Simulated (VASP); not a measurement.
Write the native input for VASP 6.6.1 that does the following.

```
Task                   : single point
Functional             : PBE
Potentials or basis    : VASP PAW PBE potentials, release 64 (Be, Cd, S)
Cutoff                 : 520 eV
k mesh                 : 6 × 6 × 4
Occupations            : gaussian, width 0.1 eV
Spin                   : no spin polarisation
Dipole correction      : no
Further INCAR settings : ALGO = Normal; EDIFF = 1e-06; NBANDS = 22
```

The structure of Be2CdS2 lies in POSCAR:

```
Be2CdS2
1.0
    4.8448726400      0.0000000000      0.0000000000
   -2.4224363200      4.1957827900      0.0000000000
    0.0000000000      0.0000000000      4.6730366800
Be Cd S
2 1 2
Direct
    0.3333333300      0.6666666700      0.0000000000
    0.6666666700      0.3333333300      0.0000000000
    0.0000000000      0.0000000000      0.0000000000
    0.3333333300      0.6666666700      0.5000000000
    0.6666666700      0.3333333300      0.5000000000
```

One way to write it, as run:

INCAR

```
SYSTEM = Be2CdS2
PREC     = Accurate       ! precision mode
ENCUT    = 520            ! plane-wave cutoff, eV
EDIFF    = 1E-6           ! SCF threshold, eV
ISMEAR   = 0              ! smearing method
SIGMA    = 0.1            ! smearing width, eV
LREAL    = .False.        ! projectors in reciprocal space
LASPH    = .True.         ! aspherical terms in the spheres
NELM     = 80             ! most SCF steps
ALGO     = Normal         ! electronic algorithm
ISIF     = 2              ! what is computed and relaxed
LWAVE    = .False.        ! write WAVECAR
LCHARG   = .True.         ! write CHGCAR
GGA      = PE             ! functional
LELF     = .True.         ! ELF
LVHAR    = .True.       
NBANDS   = 22             ! bands
```

KPOINTS

```
Automatic mesh
0
Gamma
  6 6 4
  0 0 0
```

Potentials or basis: VASP PAW PBE potentials, release 64 (Be, Cd, S).

Run with:

```bash
$ cat potpaw_PBE.64/Be/POTCAR potpaw_PBE.64/Cd/POTCAR potpaw_PBE.64/S/POTCAR > POTCAR
$ mpirun -np 1 vasp_std > vasp.out
```

It gave:

| Item | Value |
| --- | --- |
| Pressure | -7.9 GPa |
| Band gap on the k mesh | zero (band 14 reaches 4.02 eV, above the bottom of band 15 at 2.14 eV) |

It took 23 s on 1 thread of Intel(R) Xeon(R) 6975P-C (Granite Rapids), on a shared host, peak memory 0.22 GiB.
